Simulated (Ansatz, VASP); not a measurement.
# One calculation of InSe, two programs

The input INCAR:

```
SYSTEM = InSe
PREC = Accurate ; ENCUT = 520
EDIFF = 1E-7 ; ISMEAR = 0
SIGMA = 0.01 ; LREAL = .FALSE.
LASPH = .TRUE. ; NELM = 60
ALGO = Normal ; ISIF = 2
LWAVE = .FALSE. ; LCHARG = .FALSE.
GGA = PS ; NBANDS = 27
```

The input KPOINTS:

```
regular mesh
0
G
  4 4 4
  0 0 0
```

POSCAR

```
InSe
1.0
    2.0000000000      1.1547010000      8.4400000000
   -2.0000000000      1.1547010000      8.4400000000
    0.0000000000     -2.3094010000      8.4400000000
In Se
2 2
Direct
    0.0000000000      0.0000000000      0.0000000000
    0.1114000000      0.1114000000      0.1114000000
    0.6165000000      0.6165000000      0.6165000000
    0.8281000000      0.8281000000      0.8281000000
```

Input for Ansatz:

```yaml
crystal:
  lattice:
    - [2.0, 1.154701, 8.44]
    - [-2.0, 1.154701, 8.44]
    - [0.0, -2.309401, 8.44]
  atoms:
    - { symbol: In, position: [0.0, 0.0, 0.0] }
    - { symbol: In, position: [0.1114, 0.1114, 0.1114] }
    - { symbol: Se, position: [0.6165, 0.6165, 0.6165] }
    - { symbol: Se, position: [0.8281, 0.8281, 0.8281] }
kpoints:
  mp_grid:
    grid: [4, 4, 4]
    shift: [0.0, 0.0, 0.0]
hamiltonian:
  xc: pbesol
scf:
  occupations:
    method: fixed
output:
  eigenvalues: true
```

Alike in both runs: task single point; functional PBEsol; k mesh 4 × 4 × 4; no spin polarisation.

```csv
,VASP,Ansatz
version,VASP 6.6.1,Ansatz 0.2.0
potentials or method,"VASP PAW PBE potentials, release 64 (In_d, Se)","plane waves, PAW"
plane-wave cutoff (eV),520,420
occupations,"gaussian, width 0.01 eV",fixed
valence electrons in the cell,38,58
```

VASP gave:

```
gap on the k mesh at the Fermi level (eV) : 0.33
```

Q: Estimate Ansatz's values.

A: gap on the k mesh at the Fermi level (eV): 0.34.

VASP's potentials were made for PBE, not for PBEsol. VASP's potentials hold 38 valence electrons a cell and Ansatz's 58, so a difference there can come from the potentials and not from the codes.

The k mesh is coarse, so the values compare programs but aren't converged.
